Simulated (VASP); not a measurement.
# Hg (Fd-3m) in VASP: notebook

The runs below take Hg through density of states, with PBE.

Everything below comes from runs of VASP 6.6.1. Logs are shortened: lines on timing, memory, paths and dates and some standing lists are left out, and cuts for length are marked.

### Step 1. The cell of the first run

The structure is cubic, space group Fd-3m (No. 227). Conventional cell: a = 6.471 Å, b = 6.471 Å, c = 6.471 Å, α = 90.00°, β = 90.00°, γ = 90.00°. Within 3.7 Å of Hg (site symmetry -43m) lie 4 Hg at 2.80 Å.

### Step 2. Density of states, PBE (volume scaled by 0.6)

File POSCAR:

```
Hg
1.0
    0.0000000000      3.2354804097      3.2354804097
    3.2354804097      0.0000000000      3.2354804097
    3.2354804097      3.2354804097      0.0000000000
Hg
2
Direct
   -0.1250000000     -0.1250000000     -0.1250000000
    0.1250000000      0.1250000000      0.1250000000
```

File INCAR.step1:

```
SYSTEM = Hg
PREC = Accurate ; ENCUT = 520
EDIFF = 1E-6 ; ISMEAR = -1
SIGMA = 0.05 ; LREAL = .FALSE.
LASPH = .TRUE. ; NELM = 60
ALGO = Normal ; ISIF = 2
LWAVE = .FALSE. ; LCHARG = .TRUE.
GGA = PE ; NBANDS = 19
```

File KPOINTS.step1:

```
regular mesh
0
G
  11 11 11
  0 0 0
```

File INCAR.step2:

```
SYSTEM = Hg
PREC = Accurate ; ENCUT = 520
EDIFF = 1E-6 ; ISMEAR = -5
SIGMA = 0.05 ; LREAL = .FALSE.
LASPH = .TRUE. ; NELM = 60
ALGO = Normal ; ISIF = 2
LWAVE = .FALSE. ; LCHARG = .FALSE.
GGA = PE ; LORBIT = 11
NEDOS = 1001 ; ICHARG = 11
```

File KPOINTS.step2:

```
regular mesh
0
G
  17 17 17
  0 0 0
```

Potentials or basis: VASP PAW PBE potentials, release 64 (Hg).

Run with:

```console
$ cat potpaw_PBE.64/Hg/POTCAR > POTCAR
$ cp INCAR.step1 INCAR
$ cp KPOINTS.step1 KPOINTS
$ mpirun -np 1 vasp_std > vasp.out
$ cp INCAR.step2 INCAR
$ cp KPOINTS.step2 KPOINTS
$ mpirun -np 1 vasp_std > vasp.out
```

OUTCAR:

```text
SYSTEM = Hg
   PREC = Accurate
   ENCUT = 520
   EDIFF = 1E-6
   ISMEAR = -5
   LREAL = .FALSE.
   LASPH = .TRUE.
   NELM = 60
   ISIF = 2
   GGA = PE
   LORBIT = 11
   ICHARG = 11

 ion  position               nearest neighbor table
   1  0.875  0.875  0.875-   2 2.80   2 2.80   2 2.80   2 2.80
   2  0.125  0.125  0.125-   1 2.80   1 2.80   1 2.80   1 2.80

  LATTYP: Found a face centered cubic cell.
 ALAT       =     6.4709608194

  Lattice vectors:

 A1 = (   0.0000000000,   3.2354804097,   3.2354804097)
 A2 = (   3.2354804097,   0.0000000000,   3.2354804097)
 A3 = (   3.2354804097,   3.2354804097,   0.0000000000)

Analysis of symmetry for initial positions (statically):
=====================================================================
 Subroutine PRICEL returns:
 Original cell was already a primitive cell.

 Routine SETGRP: Setting up the symmetry group for a
 face centered cubic supercell.

 Subroutine GETGRP returns: Found 48 space group operations
 (whereof 12 operations were pure point group operations)
 out of a pool of 48 trial point group operations.

The static configuration has the point symmetry D_3d.
 The point group associated with its full space group is O_h .

Analysis of symmetry for dynamics (positions and initial velocities):
=====================================================================
 Subroutine PRICEL returns:
 Original cell was already a primitive cell.

 Routine SETGRP: Setting up the symmetry group for a
 face centered cubic supercell.

 Subroutine GETGRP returns: Found 48 space group operations
 (whereof 12 operations were pure point group operations)
 out of a pool of 48 trial point group operations.

The dynamic configuration has the point symmetry D_3d.
 The point group associated with its full space group is O_h .

 Subroutine INISYM returns: Found 48 space group operations
 (whereof 12 operations are pure point group operations),
 and found     1 'primitive' translations

----------------------------------------------------------------------------------------

                                     Primitive cell

  volume of cell :      67.7402

  direct lattice vectors                    reciprocal lattice vectors
     0.000000000  3.235480410  3.235480410    -0.154536556  0.154536556  0.154536556
     3.235480410  0.000000000  3.235480410     0.154536556 -0.154536556  0.154536556
     3.235480410  3.235480410  0.000000000     0.154536556  0.154536556 -0.154536556

  length of vectors
[... 92 lines left out ...]
   POTIM  = 0.5000    time-step for ionic-motion
   TEBEG  =    0.0;   TEEND  =   0.0 temperature during run
   PSTRESS=    0.0 pullay stress
   NELECT =      24.0000    total number of electrons
   NUPDOWN=      -1.0000    fix difference up-down
   EMIN   =  10.00;   EMAX   =-10.00  energy-range for DOS
   EFERMI =   0.00;   METHOD = LEGACY
   ISMEAR =    -5;   SIGMA  =   0.05  broadening in eV -4-tet -1-fermi 0-gaus
   EFERMI_NEDOS =   21; number of points for ismear=-14 and -15
   IALGO  =     38    algorithm
   IMIX   =      4    mixing-type and parameters
     AMIX     =   0.40;   BMIX     =  1.00
     AMIX_MAG =   1.60;   BMIX_MAG =  1.00
  volume/ion in A,a.u.               =      33.87       228.57
  Fermi-wavevector in a.u.,A,eV,Ry     =   1.158412  2.189082 18.257915  1.341919
  Thomas-Fermi vector in A             =   2.295015
   LORBIT       =     11    0 simple, 1 ext, 2 COOP (PROOUT), +10 PAW based schemes
   GGA     = PE    functional components
   LHFCALC =     F    Hartree Fock is set to
   AEXX    =    0.0000 exact exchange contribution
   IVDW    =     0    specifies the selected vdW correction
   LEPSILON=     F    determine dielectric tensor
   LRPA    =     F    only Hartree local field effects (RPA)
 non-spin polarized calculation
 Fermi weights with tetrahedron method with Bloechl corrections
  energy-cutoff  :      520.00
  volume of cell :       67.74
 maximum number of plane-waves:      1848
 NGX is ok and might be reduce to    36

 number of electron      24.0000003 magnetization

 Free energy of the ion-electron system (eV)
  ---------------------------------------------------
  ext. energy  EPLUGINS =         0.00000000
  ---------------------------------------------------
  free energy    TOTEN  =         0.06109030 eV

  energy without entropy =        0.06109030  energy(sigma->0) =        0.06109030

 E-fermi :   1.0825     XC(G=0):  -8.6647

 val. band max:        1.0640168840   @ k =   0.2941   0.1765   0.0000
 cond. band min:       1.0599467618   @ k =  -0.4118   0.3529   0.0588
 fundamental gap:     -0.0040701223
 Fermi energy:         1.0824529889

 k-point     1 :       0.0000    0.0000    0.0000
  band No.  band energies     occupation
      1      -6.9321      2.00000
      2      -6.8701      2.00000
      3      -6.8701      2.00000
      4      -6.8701      2.00000
      5      -6.8034      2.00000
      6      -6.8034      2.00000
[... 433 lines left out ...]
      3      -6.8857      2.00000
      4      -6.7908      2.00000
      5      -6.7104      2.00000
      6      -6.6542      2.00000
[... 8 lines left out ...]
     15       6.2140      0.00000
     16       7.7718      0.00000

 [... further k-points ...]

------------------------ aborting loop because EDIFF is reached ----------------------------------------

  FORCE on cell =-STRESS in cart. coord.  units (eV):
  Direction    XX          YY          ZZ          XY          YZ          ZX
  --------------------------------------------------------------------------------------
  -------------------------------------------------------------------------------------
  Total        2.0328949      2.0328949      2.0328949     -0.0000000      0.0000000     -0.0000000
  in kB       48.0816303     48.0816303     48.0816303     -0.0000000      0.0000000     -0.0000000
  external PRESSURE =      48.0816303 kB  Pullay stress =       0.0000000 kB

 VOLUME and BASIS-vectors are now :
 -----------------------------------------------------------------------------
  energy-cutoff  :      520.00
  volume of cell :       67.74
      direct lattice vectors                 reciprocal lattice vectors
     0.000000000  3.235480410  3.235480410    -0.154536556  0.154536556  0.154536556
     3.235480410  0.000000000  3.235480410     0.154536556 -0.154536556  0.154536556
     3.235480410  3.235480410  0.000000000     0.154536556  0.154536556 -0.154536556

 POSITION                                       TOTAL-FORCE (eV/Angst)
 -----------------------------------------------------------------------------------
      5.66209      5.66209      5.66209         0.000000      0.000000      0.000000
      0.80887      0.80887      0.80887        -0.000000     -0.000000     -0.000000
 -----------------------------------------------------------------------------------
    total drift:                               -0.000000      0.000000      0.000000

  FREE ENERGIE OF THE ION-ELECTRON SYSTEM (eV)
  ---------------------------------------------------
  free  energy   TOTEN  =         0.0610903031 eV

  energy  without entropy=        0.0610903031  energy(sigma->0) =        0.06109030

 total charge

# of ion       s       p       d       tot
------------------------------------------
    1        0.930   0.253   9.337  10.520
    2        0.930   0.253   9.337  10.520
--------------------------------------------------
tot          1.860   0.505  18.674  21.040
```

OUTCAR.step1:

```text
SYSTEM = Hg
   PREC = Accurate
   ENCUT = 520
   EDIFF = 1E-6
   ISMEAR = -1
   LREAL = .FALSE.
[... 752 lines left out ...]
      5.66209      5.66209      5.66209         0.000000      0.000000     -0.000000
      0.80887      0.80887      0.80887        -0.000000     -0.000000      0.000000
 -----------------------------------------------------------------------------------
    total drift:                                0.000000      0.000000      0.000000

  FREE ENERGIE OF THE ION-ELECTRON SYSTEM (eV)
  ---------------------------------------------------
  free  energy   TOTEN  =         0.0537227823 eV

  energy  without entropy=        0.0613952644  energy(sigma->0) =        0.05755902
```

Wall time 4.4 min (1 thread of AMD EPYC 7R13, shared host); peak memory 0.27 GiB.

Results:

| Item | Value |
| --- | --- |
| Valence electrons inside the program's atomic spheres | Hg 10.52 |

Levels at points of the mesh, in eV from the Fermi level:
| k point | band 9 | band 10 | band 11 | band 12 | band 13 | band 14 | band 15 | band 16 |
| --- | --- | --- | --- | --- | --- | --- | --- | --- |
| (0.00, 0.00, 0.00) | -6.69 | -6.28 | -6.28 | 3.55 | 5.23 | 5.23 | 5.23 | 6.54 |

Caveat: the cell differs from its parent crystal (volume scaled by 0.6); spin-orbit coupling is left out, which moves the levels of the heavy elements; tetrahedron occupations give inexact forces and stress in metals.

### Step 3. Density of states, PBE (volume scaled by 0.92)

File POSCAR:

```
Hg
1.0
    0.0000000000      3.7309345765      3.7309345765
    3.7309345765      0.0000000000      3.7309345765
    3.7309345765      3.7309345765      0.0000000000
Hg
2
Direct
   -0.1250000000     -0.1250000000     -0.1250000000
    0.1250000000      0.1250000000      0.1250000000
```

File INCAR.step1:

```
PREC = Accurate
ENCUT = 520
EDIFF = 1E-7
ISMEAR = -1
SIGMA = 0.05
LREAL = F
LASPH = T
NELM = 80
ALGO = Normal
ISIF = 2
LWAVE = F
LCHARG = T
GGA = PE
NBANDS = 19
```

File KPOINTS.step1:

```
Automatic mesh
0
Gamma
  11 11 11
```

File INCAR.step2:

```
PREC = Accurate
ENCUT = 520
EDIFF = 1E-7
ISMEAR = -5
SIGMA = 0.05
LREAL = F
LASPH = T
NELM = 80
ALGO = Normal
ISIF = 2
LWAVE = F
LCHARG = F
GGA = PE
LORBIT = 11
NBANDS = 19
NEDOS = 1001
ICHARG = 11
```

File KPOINTS.step2:

```
Automatic mesh
0
Gamma
  17 17 17
```

Potentials or basis: VASP PAW PBE potentials, release 64 (Hg).

Run with:

```console
$ cat potpaw_PBE.64/Hg/POTCAR > POTCAR
$ cp INCAR.step1 INCAR
$ cp KPOINTS.step1 KPOINTS
$ mpirun -np 1 vasp_std > vasp.out
$ cp INCAR.step2 INCAR
$ cp KPOINTS.step2 KPOINTS
$ mpirun -np 1 vasp_std > vasp.out
```

OUTCAR:

```text
PREC = Accurate
   ENCUT = 520
   EDIFF = 1E-7
   ISMEAR = -5
   LREAL = F
   LASPH = T
   NELM = 80
   ISIF = 2
   GGA = PE
   LORBIT = 11
   ICHARG = 11

 ion  position               nearest neighbor table
   1  0.875  0.875  0.875-   2 3.23   2 3.23   2 3.23   2 3.23
   2  0.125  0.125  0.125-   1 3.23   1 3.23   1 3.23   1 3.23

  LATTYP: Found a face centered cubic cell.
 ALAT       =     7.4618691530

[... 724 lines left out ...]
  --------------------------------------------------------------------------------------
  -------------------------------------------------------------------------------------
  Total        0.2070635      0.2070635      0.2070635     -0.0000000     -0.0000000      0.0000000
  in kB        3.1939736      3.1939736      3.1939736     -0.0000000     -0.0000000      0.0000000
  external PRESSURE =       3.1939736 kB  Pullay stress =       0.0000000 kB

 VOLUME and BASIS-vectors are now :
 -----------------------------------------------------------------------------
  energy-cutoff  :      520.00
  volume of cell :      103.87
      direct lattice vectors                 reciprocal lattice vectors
     0.000000000  3.730934577  3.730934577    -0.134014679  0.134014679  0.134014679
     3.730934577  0.000000000  3.730934577     0.134014679 -0.134014679  0.134014679
     3.730934577  3.730934577  0.000000000     0.134014679  0.134014679 -0.134014679

 POSITION                                       TOTAL-FORCE (eV/Angst)
 -----------------------------------------------------------------------------------
      6.52914      6.52914      6.52914         0.000000      0.000000      0.000000
      0.93273      0.93273      0.93273        -0.000000     -0.000000     -0.000000
 -----------------------------------------------------------------------------------
    total drift:                                0.000000      0.000000     -0.000000

  FREE ENERGIE OF THE ION-ELECTRON SYSTEM (eV)
  ---------------------------------------------------
  free  energy   TOTEN  =        -0.2084117262 eV

  energy  without entropy=       -0.2084117262  energy(sigma->0) =       -0.20841173

 total charge

# of ion       s       p       d       tot
------------------------------------------
    1        1.008   0.080   9.349  10.438
    2        1.008   0.080   9.349  10.438
--------------------------------------------------
tot          2.017   0.160  18.698  20.875
```

It took 5.8 min on 1 thread of AMD EPYC 7R13, shared host; peak memory 0.38 GiB.

Results:

```yaml
Valence_electrons_inside_the_program's_atomic_spheres: Hg 10.44
```

Levels at points of the mesh, in eV from the Fermi level:
```
           k point  band 9  band 10  band 11  band 12  band 13  band 14  band 15  band 16
(0.00, 0.00, 0.00)   -6.61    -6.61    -6.46     0.11     3.31     3.31     3.31     4.63
```

Caveat: the cell differs from its parent crystal (volume scaled by 0.92); spin-orbit coupling is left out, which moves the levels of the heavy elements; tetrahedron occupations give inexact forces and stress in metals.

### Step 4. Density of states, PBE

This run uses another cell than the first one, of 56.45 Å³/atom, 1.667 times its volume.

File POSCAR:

```
Hg
1.0
    0.0000000000      3.8360862021      3.8360862021
    3.8360862021      0.0000000000      3.8360862021
    3.8360862021      3.8360862021      0.0000000000
Hg
2
Direct
   -0.1250000000     -0.1250000000     -0.1250000000
    0.1250000000      0.1250000000      0.1250000000
```

File INCAR.step1:

```
ALGO = Normal ; EDIFF = 1E-6
ENCUT = 520 ; GGA = PE
ISIF = 2 ; ISMEAR = -1
LASPH = T ; LCHARG = T
LREAL = F ; LWAVE = F
NBANDS = 19 ; NELM = 100
PREC = Accurate ; SIGMA = 0.05
```

File KPOINTS.step1:

```
k-points
0
Gamma
  11 11 11
```

File INCAR.step2:

```
ALGO = Normal ; EDIFF = 1E-6
ENCUT = 520 ; GGA = PE
ICHARG = 11 ; ISIF = 2
ISMEAR = -5 ; LASPH = T
LCHARG = F ; LORBIT = 10
LREAL = F ; LWAVE = F
NBANDS = 19 ; NEDOS = 2001
NELM = 100 ; PREC = Accurate
SIGMA = 0.05
```

File KPOINTS.step2:

```
k-points
0
Gamma
  17 17 17
```

Run with:

```console
$ cat potpaw_PBE.64/Hg/POTCAR > POTCAR
$ cp INCAR.step1 INCAR
$ cp KPOINTS.step1 KPOINTS
$ mpirun -np 1 vasp_std > vasp.out
$ cp INCAR.step2 INCAR
$ cp KPOINTS.step2 KPOINTS
$ mpirun -np 1 vasp_std > vasp.out
```

It took 5.3 min on 1 thread of AMD EPYC 7R13, shared host; peak memory 0.4 GiB.

The run converged. Its results:

| Item | Value |
| --- | --- |
| Valence electrons inside the program's atomic spheres | Hg 10.43 |

Levels at points of the mesh, in eV from the valence-band top:
```tsv
k point	band 8	band 9	band 10	band 11	band 12	band 13	band 14	band 15	band 16	band 17
(0.00, 0.00, 0.00)	-6.36	-6.28	-6.28	-5.83	0.00	3.45	3.45	3.45	4.74	4.74
```

Caveat: spin-orbit coupling is left out, which moves the levels of the heavy elements.
